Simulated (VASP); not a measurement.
Al:

```
CELL_PARAMETERS angstrom
4.54395 0.00000 0.00000
-2.27197 3.93517 0.00000
0.00000 0.00000 2.78544
ATOMIC_POSITIONS crystal
Al 0.00000 0.00000 0.00000
Al 0.33333 0.66667 0.50000
Al 0.66667 0.33333 0.50000
```

This isn't the form of Al at room conditions, which is fcc.

```yaml
Program: VASP 6.6.1
Task: relaxation of cell and atoms
Functional: revPBE
Potentials_or_basis: VASP PAW PBE potentials, release 64 (Al)
Cutoff: 600 eV
k_mesh: 8 × 8 × 11
Occupations: fermi-dirac, width 0.1 eV
Spin: no spin polarisation
```

At the start: pressure 3.5 GPa; volume 16.60 Å³/atom.

How do energy, volume and symmetry change on relaxing?

Over 6 steps the energy falls by 8.7 meV/atom and the volume is 17.44 Å³/atom (+5.0 %); space group P6/mmm (No. 191, to 0.1 Å) before and after.

The path:
| step | energy change (eV) | largest force (eV/Å) | pressure (GPa) | volume (Å³) |
| --- | --- | --- | --- | --- |
| 1 | 0.0000 | 0.0000 | 3.52 | 49.81 |
| 2 | -0.0255 | 0.0000 | -0.30 | 52.48 |
| 3 | -0.0257 | 0.0000 | -0.01 | 52.25 |
| 4 | -0.0257 | 0.0000 | -0.06 | 52.30 |
| 5 | -0.0259 | 0.0000 | -0.07 | 52.30 |
| 6 | -0.0261 | 0.0000 | -0.06 | 52.31 |

Final structure:
```
Al
1.0
     4.60238    0.00000    0.00000
    -2.30119    3.98578    0.00000
     0.00000    0.00000    2.85173
Al
3
Direct
  0.00000 0.00000 0.00000
  0.33333 0.66667 0.50000
  0.66667 0.33333 0.50000
```

Caveat: the PAW data sets were made with another functional, which shifts forces and pressure a little.
